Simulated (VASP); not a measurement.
Runs of VASP 6.6.1 on CdTe. The structure is that of space group F-43m (No. 216), or close to it. The cells are those of the table. 

| cell | gap on the mesh (eV) | pressure (GPa) |
| --- | --- | --- |
| a = 4.612, b = 4.612, c = 4.593 Å, angles 59.9, 59.9, 90.0°, 2 atoms | 0.61 | -0.1 |
| a = 4.566, b = 4.566, c = 4.593 Å, angles 60.2, 60.2, 90.0°, 2 atoms | (b) | 0.3 |
| a = 4.497, b = 4.497, c = 4.571 Å, angles 60.5, 60.5, 90.0°, 2 atoms | 0.69 | 1.4 |
| a = 4.497, b = 4.497, c = 4.606 Å, angles 60.8, 60.8, 90.0°, 2 atoms | 0.62 | 0.7 |
| a = 4.635, b = 4.635, c = 4.583 Å, angles 59.6, 59.6, 90.0°, 2 atoms | (a) | -0.1 |

Alike in all rows: task single point; level PBEsol; potentials or basis VASP PAW PBE potentials, release 64 (Cd, Te); no spin polarisation; k mesh 6 × 6 × 6; cutoff (eV) 520; smearing gaussian 0.01 eV.

Task: Estimate the missing entries.

Result: (a) 0.58; (b) 0.64.

Caveats: the PAW data sets were made with another functional, which shifts forces and pressure a little; spin-orbit coupling is left out, which moves the levels of the heavy elements.

A k mesh can miss the band edges, and the runs leave out spin-orbit coupling on Cd, Te.
